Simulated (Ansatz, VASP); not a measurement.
**Fe: VASP beside Ansatz**

Contents of INCAR:

```
SYSTEM = Fe
ALGO = Normal ; EDIFF = 1E-6
ENCUT = 520 ; GGA = PE
ISIF = 2 ; ISMEAR = -1
ISPIN = 2 ; LASPH = .True.
LCHARG = .False. ; LMAXMIX = 4
LORBIT = 11 ; LREAL = .False.
LWAVE = .False. ; MAGMOM = 3
NBANDS = 14 ; NELM = 150
PREC = Accurate ; SIGMA = 0.03
```

KPOINTS

```
k-points
0
Gamma
  17 17 17
  0 0 0
```

Contents of POSCAR:

```
Fe
1.0
    0.0000000000      1.8277755852      1.8277755852
    1.8277755852      0.0000000000      1.8277755852
    1.8277755852      1.8277755852      0.0000000000
Fe
1
Direct
    0.0000000000      0.0000000000      0.0000000000
```

Input for Ansatz:

```yaml
crystal:
  lattice:
    - [0.0, 1.8277755852, 1.8277755852]
    - [1.8277755852, 0.0, 1.8277755852]
    - [1.8277755852, 1.8277755852, 0.0]
  atoms:
    - { symbol: Fe, position: [0.0, 0.0, 0.0], spin: 3.0 }
magnetization:
  spin_polarized: true
kpoints:
  mp_grid: { grid: [17, 17, 17] }
scf:
  occupations: { method: fermi_dirac, width: 0.03 }
hamiltonian:
  xc: pbe
  pseudopotentials: { kind: all_electron, lapw: { basis_error: 0.00025 } }
output:
  forces: true
  stress: true
  eigenvalues: true
basis:
  ecutwfc: 500
```

Alike in both runs: task single point; functional PBE; k mesh 17 × 17 × 17; occupations fermi-dirac, width 0.03 eV; collinear spin.

|  | VASP | Ansatz |
| --- | --- | --- |
| version | VASP 6.6.1 | Ansatz 0.2.0 |
| potentials or method | VASP PAW PBE potentials, release 64 (Fe), cutoff 520 eV | all-electron LAPW, scalar-relativistic |

Ansatz gave:

- pressure (GPa): -1.9
- net moment per atom (μB): 2.62
- size of the moment on the site where the two differ most (μB): 2.67

Q: Which values does VASP return?

A: Pressure (GPa): -2.1; net moment per atom (μB): 2.62; size of the moment on the site where the two differ most (μB): 2.62.

Site moments also hang on the region over which each program counts them. Ansatz ran all-electron here, and VASP with PAW potentials.
